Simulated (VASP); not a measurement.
Here is a VASP 6.6.1 calculation.

File INCAR:

```
  ALGO = Normal
  EDIFF = 1E-6
  ENCUT = 600
  GGA = PS
  GGA_COMPAT = F
  ISIF = 2
  ISMEAR = 0
  LASPH = T
  LCHARG = F
  LREAL = F
  LWAVE = F
  NBANDS = 15
  NELM = 120
  PREC = Accurate
  SIGMA = 0.02
```

File KPOINTS:

```
k-points
0
Gamma
  6 6 6
```

File POSCAR:

```
SrO
1.0
    0.0000000000      2.5611952847      2.5611952847
    2.5611952847      0.0000000000      2.5611952847
    2.5611952847      2.5611952847      0.0000000000
Sr O
1 1
Direct
    0.0000000000      0.0000000000      0.0000000000
    0.5000000000      0.5000000000      0.5000000000
```

Potentials or basis: VASP PAW PBE potentials, release 64 (Sr_sv, O).

Command:

```sh
$ cat potpaw_PBE.64/Sr_sv/POTCAR potpaw_PBE.64/O/POTCAR > POTCAR
$ mpirun -np 1 vasp_std > vasp.out
```

Task: What does it give for the pressure?

Result: 0.6 GPa.

Task: Predict the band gap on the k mesh.

Result: 3.15 eV, indirect (least direct gap 3.23 eV).

Caveat: the PAW data sets were made with another functional, which shifts forces and pressure a little. A k mesh can miss the band edges.
